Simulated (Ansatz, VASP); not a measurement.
## Cu2SnRhS4: VASP beside Ansatz

The input INCAR:

```
PREC     = Accurate       # precision mode
ENCUT    = 520            # plane-wave cutoff, eV
EDIFF    = 1E-6           # SCF threshold, eV
ISMEAR   = -1             # smearing method
SIGMA    = 0.1            # smearing width, eV
LREAL    = False          # projectors in reciprocal space
LASPH    = True           # aspherical terms in the spheres
NELM     = 100            # most SCF steps
ALGO     = Normal         # electronic algorithm
ISIF     = 2              # what is computed and relaxed
LWAVE    = False          # write WAVECAR
LCHARG   = False          # write CHGCAR
GGA      = PE             # functional
NBANDS   = 48             # bands
```

KPOINTS

```
regular mesh
0
Gamma
  4 4 4
```

POSCAR

```
Cu2SnRhS4
1.0
    0.0000000000      5.3548950000      0.0000000000
    5.3548950000      0.0000000000      0.0000000000
    2.6774470000      2.6774470000     -5.3538030000
Sn Rh S Cu
1 1 4 2
Direct
    0.5000000000      0.5000000000      0.0000000000
    0.0000000000      0.0000000000      0.0000000000
    0.3753000000      0.3753000000      0.7336000000
    0.6247000000      0.1089000000      0.2664000000
    0.8911000000      0.8911000000      0.7336000000
    0.1089000000      0.6247000000      0.2664000000
    0.7500000000      0.2500000000      0.5000000000
    0.2500000000      0.7500000000      0.5000000000
```

Input for Ansatz:

```yaml
crystal:
  lattice:
    - [0.0, 5.354895, 0.0]
    - [5.354895, 0.0, 0.0]
    - [2.677447, 2.677447, -5.353803]
  atoms:
    - { symbol: Sn, position: [0.5, 0.5, 0.0] }
    - { symbol: Rh, position: [0.0, 0.0, 0.0] }
    - { symbol: S, position: [0.3753, 0.3753, 0.7336] }
    - { symbol: S, position: [0.6247, 0.1089, 0.2664] }
    - { symbol: S, position: [0.8911, 0.8911, 0.7336] }
    - { symbol: S, position: [0.1089, 0.6247, 0.2664] }
    - { symbol: Cu, position: [0.75, 0.25, 0.5] }
    - { symbol: Cu, position: [0.25, 0.75, 0.5] }
  symmetry: { tolerance: 0.0003 }
kpoints:
  mp_grid: { grid: [4, 4, 4], shift: [0, 0, 0] }
magnetization:
  spin_polarized: false
scf:
  occupations: { method: fermi_dirac }
  initial_density: { chi_scale: 0.3 }
hamiltonian:
  pseudopotentials: { kind: paw }
  xc: pbe
basis:
  ecutwfc: 420
output:
  forces: true
  stress: true
  eigenvalues: true
```

Alike in both runs: task single point; functional PBE; k mesh 4 × 4 × 4; no spin polarisation.

|  | VASP | Ansatz |
| --- | --- | --- |
| version | VASP 6.6.1 | Ansatz 0.2.0 |
| potentials or method | VASP PAW PBE potentials, release 64 (Sn_d, Rh_pv, S, Cu), cutoff 520 eV | PAW plane waves |
| occupations | fermi-dirac, width 0.1 eV | fermi-dirac |
| valence electrons in the cell | 75 | 93 |

VASP gave:

| Item | Value |
| --- | --- |
| gap on the k mesh at the Fermi level (eV) | none |
| pressure (GPa) | 4.3 |
| rms of the force components (eV/Å) | 0.306 |

Which values does Ansatz return?

gap on the k mesh at the Fermi level (eV): none; pressure (GPa): 4.3; rms of the force components (eV/Å): 0.318.

Atom by atom the forces differ by 0.018 eV/Å (rms over components). A gap of «none» marks a metal or a gap that the smearing closes. VASP's potentials hold 75 valence electrons a cell and Ansatz's 93, so a difference there can come from the potentials and not from the codes.
